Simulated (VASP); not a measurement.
Wanted: the native input for a VASP 6.6.1 run.

```yaml
Task: single point
Functional: PBE
Potentials_or_basis: VASP PAW PBE potentials, release 64 (Sn_d, Zn, N)
Cutoff: 520 eV
k_mesh: 7 × 7 × 3
Occupations: fermi-dirac, width 0.05 eV
Spin: no spin polarisation
Dipole_correction: no
Further_INCAR_settings: ALGO = Normal; EDIFF = 1e-06; NBANDS = 33
```

The structure of ZnSn2N2 lies in POSCAR:

```
ZnSn2N2
1.0
    3.3523260000      0.0000000000      0.0000000000
    0.0000000000      3.3523260000      0.0000000000
    0.0000000000      0.0000000000      8.0642090000
Sn Zn N
2 1 2
Direct
    0.5000000000      0.5000000000      0.3048616718
    0.5000000000      0.5000000000      0.6951383282
    0.0000000000      0.0000000000      0.0000000000
    0.0000000000      0.5000000000      0.8549325508
    0.5000000000      0.0000000000      0.1450674492
```

These files were run (other wordings do the same):

INCAR

```
PREC = Accurate
ENCUT = 520
EDIFF = 1E-6
ISMEAR = -1
SIGMA = 0.05
LREAL = False
LASPH = True
NELM = 60
ALGO = Normal
ISIF = 2
LWAVE = False
LCHARG = False
GGA = PE
NBANDS = 33
```

KPOINTS

```
regular mesh
0
Gamma
  7 7 3
```

Potentials or basis: VASP PAW PBE potentials, release 64 (Sn_d, Zn, N).

The run is started by

```console
$ cat potpaw_PBE.64/Sn_d/POTCAR potpaw_PBE.64/Zn/POTCAR potpaw_PBE.64/N/POTCAR > POTCAR
$ mpirun -np 1 vasp_std > vasp.out
```

It gave:

```yaml
Pressure: 0.0 GPa
Largest_force: 0.021 eV/Å
Band_gap_on_the_k_mesh: zero (bands 25 and 26 overlap by 1.19 eV)
```

Caveat: spin-orbit coupling is left out, which moves the levels of the heavy elements.

It took 37 s on 1 thread of Intel(R) Xeon(R) Platinum 8559C (Emerald Rapids), with other jobs on the host, peak memory 0.23 GiB.
